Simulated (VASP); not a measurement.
# C: single point with PBE

C:

```xyz
2
Lattice="0.0000 1.7858 1.7858 1.7858 0.0000 1.7858 1.7858 1.7858 0.0000" Properties=species:S:1:pos:R:3 pbc="T T T"
C     0.0000    0.0000    0.0000
C     0.8929    0.8929    0.8929
```

```yaml
Program: VASP 6.6.1
Task: single point
Functional: PBE
Potentials_or_basis: VASP PAW PBE potentials, release 64 (C)
Cutoff: 520 eV
k_mesh: 12 × 12 × 12
Occupations: gaussian, width 0.02 eV
Spin: no spin polarisation
```

| Quantity | Value |
| --- | --- |
| Pressure | 0.7 GPa |
| Band gap on the k mesh | 4.14 eV, indirect (least direct gap 5.58 eV) |

Levels at points of the mesh, in eV from the valence-band top:
| k point | band 1 | band 2 | band 3 | band 4 | band 5 | band 6 | band 7 | band 8 |
| --- | --- | --- | --- | --- | --- | --- | --- | --- |
| (0.00, 0.00, 0.00) | -21.42 | 0.00 | 0.00 | 0.00 | 5.58 | 5.58 | 5.58 | 13.24 |
| (0.50, 0.00, 0.00) | -15.67 | -13.33 | -2.79 | -2.79 | 8.44 | 8.44 | 8.79 | 15.66 |
| (0.50, 0.50, 0.00) | -12.73 | -12.73 | -6.27 | -6.27 | 4.75 | 4.75 | 16.75 | 16.75 |

Run time: 5.6 s on 1 thread of Intel Xeon 6975P-C, on a shared host, peak memory 0.12 GiB.

A k mesh can miss the band edges.
